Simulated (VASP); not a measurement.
# CaSe (Pm-3m) in VASP: single point with HSE06

Aim: the single point of CaSe with HSE06.

Program: VASP 6.6.1. These are calculated values, not measurements. Logs are shortened: lines on timing, memory, paths and dates and some standing lists are left out, and cuts for length are marked.

## Step 1: The cell of the first run

The structure is cubic, space group Pm-3m (No. 221). Conventional cell: a = 3.648 Å, b = 3.648 Å, c = 3.648 Å, α = 90.00°, β = 90.00°, γ = 90.00°. Ca (site symmetry m-3m) has 8 Se at 3.16 Å and 6 Ca at 3.65 Å within 4.2 Å. Se (site symmetry m-3m) has 8 Ca at 3.16 Å and 6 Se at 3.65 Å within 4.2 Å.

## Step 2: Single point, HSE06 (strain +0.3%)

POSCAR reads:

```
CaSe
1.0
    3.6475066661      0.0000000000      0.0000000000
    0.0000000000      3.6475066661      0.0000000000
    0.0000000000      0.0000000000      3.6475066661
Ca Se
1 1
Direct
    0.0000000000      0.0000000000      0.0000000000
    0.5000000000      0.5000000000      0.5000000000
```

INCAR.step1 reads:

```
  PREC = Accurate
  ENCUT = 520
  EDIFF = 1E-5
  ISMEAR = 0
  SIGMA = 0.01
  LREAL = F
  LASPH = T
  NELM = 100
  ALGO = Normal
  ISIF = 2
  LWAVE = T
  GGA = PE
  NBANDS = 15
```

INCAR.step2 reads:

```
  PREC = Accurate
  ENCUT = 520
  EDIFF = 1E-7
  ISMEAR = 0
  SIGMA = 0.01
  LREAL = F
  LASPH = T
  NELM = 100
  ALGO = Normal
  ISIF = 2
  LWAVE = F
  LCHARG = T
  GGA = PE
  LHFCALC = T
  HFSCREEN = 0.2079
  PRECFOCK = Normal
  LELF = T
  LVHAR = T
  ISTART = 1
  NBANDS = 15
```

KPOINTS reads:

```
regular mesh
0
Gamma
  6 6 6
```

Potentials or basis: VASP PAW PBE potentials, release 64 (Ca_sv, Se).

Run with:

```
$ cat potpaw_PBE.64/Ca_sv/POTCAR potpaw_PBE.64/Se/POTCAR > POTCAR
$ cp INCAR.step1 INCAR
$ mpirun -np 1 vasp_std > vasp.out
$ cp INCAR.step2 INCAR
$ mpirun -np 1 vasp_std > vasp.out
```

OUTCAR:

```text
PREC = Accurate
   ENCUT = 520
   EDIFF = 1E-7
   ISMEAR = 0
   LREAL = F
   LASPH = T
   NELM = 100
   ISIF = 2
   GGA = PE
   LHFCALC = T
   HFSCREEN = 0.2079
   PRECFOCK = Normal
   ISTART = 1

 ion  position               nearest neighbor table
   1  0.000  0.000  0.000-
   2  0.500  0.500  0.500-

  LATTYP: Found a simple cubic cell.
 ALAT       =     3.6475066661

  Lattice vectors:

 A1 = (   3.6475066661,   0.0000000000,   0.0000000000)
 A2 = (   0.0000000000,   3.6475066661,   0.0000000000)
 A3 = (   0.0000000000,   0.0000000000,   3.6475066661)

Analysis of symmetry for initial positions (statically):
=====================================================================
 Subroutine PRICEL returns:
 Original cell was already a primitive cell.

 Routine SETGRP: Setting up the symmetry group for a
 simple cubic supercell.

 Subroutine GETGRP returns: Found 48 space group operations
 (whereof 48 operations were pure point group operations)
 out of a pool of 48 trial point group operations.

The static configuration has the point symmetry O_h .

Analysis of symmetry for dynamics (positions and initial velocities):
=====================================================================
 Subroutine PRICEL returns:
 Original cell was already a primitive cell.

 Routine SETGRP: Setting up the symmetry group for a
 simple cubic supercell.

 Subroutine GETGRP returns: Found 48 space group operations
 (whereof 48 operations were pure point group operations)
 out of a pool of 48 trial point group operations.

The dynamic configuration has the point symmetry O_h .

 Subroutine INISYM returns: Found 48 space group operations
 (whereof 48 operations are pure point group operations),
 and found     1 'primitive' translations

----------------------------------------------------------------------------------------

                                     Primitive cell

  volume of cell :      48.5275

  direct lattice vectors                    reciprocal lattice vectors
     3.647506666  0.000000000  0.000000000     0.274159883  0.000000000  0.000000000
     0.000000000  3.647506666  0.000000000     0.000000000  0.274159883  0.000000000
     0.000000000  0.000000000  3.647506666     0.000000000  0.000000000  0.274159883

  length of vectors
     3.647506666  3.647506666  3.647506666     0.274159883  0.274159883  0.274159883

  position of ions in fractional coordinates (direct lattice)
     0.000000000  0.000000000  0.000000000
     0.500000000  0.500000000  0.500000000

  ion indices of the primitive-cell ions
   primitive index   ion index
                 1           1
                 2           2

----------------------------------------------------------------------------------------

 KPOINTS: regular mesh

Automatic generation of k-mesh.
 Grid dimensions read from file:
 generate k-points for:    6    6    6

 Generating k-lattice:

  Cartesian coordinates                     Fractional coordinates (reciprocal lattice)
     0.045693314  0.000000000  0.000000000     0.166666667  0.000000000  0.000000000
     0.000000000  0.045693314  0.000000000     0.000000000  0.166666667  0.000000000
     0.000000000  0.000000000  0.045693314     0.000000000  0.000000000  0.166666667

  Length of vectors
     0.045693314  0.045693314  0.045693314

  Shift w.r.t. Gamma in fractional coordinates (k-lattice)
     0.000000000  0.000000000  0.000000000

 Subroutine IBZKPT returns following result:
 ===========================================

 Found     20 irreducible k-points:

 Following reciprocal coordinates:
            Coordinates               Weight
  0.000000  0.000000  0.000000      1.000000
  0.166667  0.000000  0.000000      6.000000
  0.333333  0.000000  0.000000      6.000000
  0.500000  0.000000  0.000000      3.000000
  0.166667  0.166667  0.000000     12.000000
  0.333333  0.166667  0.000000     24.000000
[... 12 lines left out ...]
  0.500000  0.500000  0.333333      6.000000
  0.500000  0.500000  0.500000      1.000000
   k-points           NKPTS =     20   k-points in BZ     NKDIM =    216   number of bands    NBANDS=     15
   number of dos      NEDOS =    301   number of ions     NIONS =      2
   total plane-waves  NPLWV =  21952
   dimension x,y,z NGX =    28 NGY =   28 NGZ =   28
   dimension x,y,z NGXF=    56 NGYF=   56 NGZF=   56
   ions per type =               1   1
   NGX,Y,Z   is equivalent  to a cutoff of  12.76, 12.76, 12.76 a.u.
   NGXF,Y,Z  is equivalent  to a cutoff of  25.52, 25.52, 25.52 a.u.
 SYSTEM =  unknown system
   PREC   = accura    normal or accurate (medium, high low for compatibility)
   ISTART =      1    job   : 0-new  1-cont  2-samecut
   ICHARG =      0    charge: 1-file 2-atom 10-const
   ISPIN  =      1    spin polarized calculation?
   LNONCOLLINEAR =      F non collinear calculations
   LSORBIT =      F    spin-orbit coupling
   LASPH  =      T    aspherical Exc in radial PAW
   ENCUT  =  520.0 eV  38.22 Ry    6.18 a.u.   6.78  6.78  6.78*2*pi/ulx,y,z
   NELM   =    100;   NELMIN=  2; NELMDL=  0     # of ELM steps
   EDIFF  = 0.1E-06   stopping-criterion for ELM
   LREAL  =      F    real-space projection
   EDIFFG = 0.1E-05   stopping-criterion for IOM
   NSW    =      0    number of steps for IOM
   IBRION =     -1    ionic relax: 0-MD 1-quasi-New 2-CG
   NFREE  =      0    steps in history (QN), initial steepest desc. (CG)
   ISIF   =      2    stress and relaxation
   ISYM   =      3    0-nonsym 1-usesym 2-fastsym
   POTIM  = 0.5000    time-step for ionic-motion
   TEBEG  =    0.0;   TEEND  =   0.0 temperature during run
   PSTRESS=    0.0 pullay stress
   NELECT =      16.0000    total number of electrons
   NUPDOWN=      -1.0000    fix difference up-down
   EMIN   =  10.00;   EMAX   =-10.00  energy-range for DOS
   EFERMI =   0.00;   METHOD = LEGACY
   ISMEAR =     0;   SIGMA  =   0.01  broadening in eV -4-tet -1-fermi 0-gaus
   EFERMI_NEDOS =   21; number of points for ismear=-14 and -15
   IALGO  =     38    algorithm
   IMIX   =      1    mixing-type and parameters
     AMIX     =   0.40;   BMIX     =  1.00
     AMIX_MAG =   1.60;   BMIX_MAG =  1.00
  volume/ion in A,a.u.               =      24.26       163.74
  Fermi-wavevector in a.u.,A,eV,Ry     =   1.130973  2.137228 17.403197  1.279099
  Thomas-Fermi vector in A             =   2.267670
   LORBIT       =      0    0 simple, 1 ext, 2 COOP (PROOUT), +10 PAW based schemes
   GGA     = PE    functional components
   LHFCALC =     T    Hartree Fock is set to
   PRECFOCK=normal    Normal, Fast or Accurate (Low or Medium for compatibility)
   ENCUT4O =  -1.0   cutoff for four orbital integrals eV
   NKREDX  =     1    reduce k-point grid by
   NKREDY  =     1    reduce k-point grid by
   NKREDZ  =     1    reduce k-point grid by
   AEXX    =    0.2500 exact exchange contribution
   HFSCREEN=    0.2079 screening length (either q_TF or 0.3 A-1)
   HFSCREENC=   0.2079 screening length for correlation (either q_TF or 0.3 A-1)
   ENCUTFOCK=  -1.0 apply spherical cutoff to Coloumb kernel
   IVDW    =     0    specifies the selected vdW correction
   LEPSILON=     F    determine dielectric tensor
   LRPA    =     F    only Hartree local field effects (RPA)
 non-spin polarized calculation
 Gauss-broadening in eV      SIGMA  =   0.01
  energy-cutoff  :      520.00
  volume of cell :       48.53
 maximum number of plane-waves:      1328
 NGX is ok and might be reduce to    28
  NGX = 24; NGY = 24; NGZ = 24

 number of electron      16.0000005 magnetization

 Free energy of the ion-electron system (eV)
  ---------------------------------------------------
  ext. energy  EPLUGINS =         0.00000000
  ---------------------------------------------------
  free energy    TOTEN  =        -9.95014322 eV

  energy without entropy =       -9.95014322  energy(sigma->0) =       -9.95014322

 E-fermi :   3.8003     XC(G=0):  -7.9269

 val. band max:        3.7273508214   @ k =   0.5000   0.5000   0.0000
 cond. band min:       5.2952447613   @ k =   0.5000   0.5000   0.0000
 fundamental gap:      1.5678939398
 Fermi energy:         3.8003365581

 k-point     1 :       0.0000    0.0000    0.0000
  band No.  band energies     occupation
      1     -40.8787      2.00000
      2     -20.3392      2.00000
      3     -20.3392      2.00000
      4     -20.3392      2.00000
      5     -10.4911      2.00000
      6       2.7671      2.00000
      7       2.7671      2.00000
      8       2.7671      2.00000
      9       5.7765      0.00000
     10       5.7765      0.00000
     11       6.5603      0.00000
     12       9.5170      0.00000
     13       9.5170      0.00000
     14       9.5170      0.00000
     15      14.1950      0.00000

 k-point     2 :       0.1667    0.0000    0.0000
  band No.  band energies     occupation
      1     -40.8756      2.00000
      2     -20.3865      2.00000
      3     -20.3343      2.00000
      4     -20.3343      2.00000
      5     -10.3089      2.00000
      6       1.1278      2.00000
      7       2.7426      2.00000
      8       2.7426      2.00000
      9       5.9977      0.00000
     10       6.5356      0.00000
     11       7.9939      0.00000
     12       9.5936      0.00000
     13       9.6372      0.00000
     14       9.6372      0.00000
     15      13.3353      0.00000
[... 293 lines left out ...]
      3     -20.4578      2.00000
      4     -20.4138      2.00000
      5      -8.8775      2.00000
      6      -0.2172      2.00000
      7      -0.2172      2.00000
      8       0.4897      2.00000
      9       7.1742      0.00000
     10       8.1968      0.00000
     11       8.1968      0.00000
     12      10.5993      0.00000
     13      10.7515      0.00000
     14      11.2132      0.00000
     15      11.6223      0.00000

 k-point    20 :       0.5000    0.5000    0.5000
  band No.  band energies     occupation
      1     -40.8428      2.00000
      2     -20.4495      2.00000
      3     -20.4495      2.00000
      4     -20.4495      2.00000
      5      -8.7018      2.00000
      6      -0.2366      2.00000
      7      -0.2366      2.00000
      8      -0.2366      2.00000
      9       8.3117      0.00000
     10       8.3117      0.00000
     11       8.3117      0.00000
     12      10.7726      0.00000
     13      10.7726      0.00000
     14      11.0166      0.00000
     15      11.0166      0.00000

------------------------ aborting loop because EDIFF is reached ----------------------------------------

  FORCE on cell =-STRESS in cart. coord.  units (eV):
  Direction    XX          YY          ZZ          XY          YZ          ZX
  --------------------------------------------------------------------------------------
  -------------------------------------------------------------------------------------
  Total       -0.1226403     -0.1226403     -0.1226403      0.0000000      0.0000000     -0.0000000
  in kB       -4.0490708     -4.0490708     -4.0490708      0.0000000      0.0000000     -0.0000000
  external PRESSURE =      -4.0490708 kB  Pullay stress =       0.0000000 kB

 VOLUME and BASIS-vectors are now :
 -----------------------------------------------------------------------------
  energy-cutoff  :      520.00
  volume of cell :       48.53
      direct lattice vectors                 reciprocal lattice vectors
     3.647506666  0.000000000  0.000000000     0.274159883  0.000000000  0.000000000
     0.000000000  3.647506666  0.000000000     0.000000000  0.274159883  0.000000000
     0.000000000  0.000000000  3.647506666     0.000000000  0.000000000  0.274159883

 POSITION                                       TOTAL-FORCE (eV/Angst)
 -----------------------------------------------------------------------------------
      0.00000      0.00000      0.00000         0.000000      0.000000      0.000000
      1.82375      1.82375      1.82375         0.000000      0.000000      0.000000
 -----------------------------------------------------------------------------------
    total drift:                               -0.000006     -0.000006     -0.000004

  FREE ENERGIE OF THE ION-ELECTRON SYSTEM (eV)
  ---------------------------------------------------
  free  energy   TOTEN  =        -9.9501432177 eV

  energy  without entropy=       -9.9501432177  energy(sigma->0) =       -9.95014322
```

It took 66 min on 1 thread of Intel Xeon Platinum 8488C (Sapphire Rapids), shared host; peak memory 0.29 GiB.

What came out:

* Free energy: -9.9501 eV
* Pressure: -0.4 GPa
* Band gap on the k mesh: 1.57 eV

Caveat: the cell differs from its parent crystal (strain +0.3%); the structure was generated, so it needn't be the stable form of CaSe; the PAW data sets were made with another functional, which shifts forces and pressure a little.
